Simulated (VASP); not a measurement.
Runs of VASP 6.6.1 on Ni3Pt. It takes space group Pm-3m (No. 221, cubic). Conventional cell: a = 3.625 Å, b = 3.625 Å, c = 3.625 Å, α = 90.00°, β = 90.00°, γ = 90.00°. Within 3.4 Å of Ni (site symmetry 4/mmm) lie 8 Ni at 2.56 Å and 4 Pt at 2.56 Å. Pt (site symmetry m-3m) has 12 Ni at 2.56 Å within 3.4 Å. 

| spin | fixed moment (μB) | k mesh for the DOS | occupations for the DOS | pressure (GPa) | moment (μB) |
| --- | --- | --- | --- | --- | --- |
| collinear, ferromagnetic start | 1.13 | - | - | -12.7 | 1.13 |
| collinear, zero start | 0.0 | - | - | -12.9 | 0.00 |
| collinear, ferromagnetic start | - | 14 × 14 × 14 | tetrahedron | - | 2.17 |
| collinear, ferromagnetic start | 1.58 | - | - | (a) | 1.58 |

Alike in all rows: task single point; level LDA; potentials or basis VASP PAW LDA potentials, release 64 (Ni, Pt); cell as given; k mesh 9 × 9 × 9; cutoff (eV) 520; smearing fermi-dirac 0.05 eV.

Fill in the values left out.

(a) -12.2.

Caveats: the cell stands under tension (at least some runs); the total moment is fixed, so each spin has its own Fermi level (at least some runs); tetrahedron occupations give inexact forces and stress in metals (at least some runs).
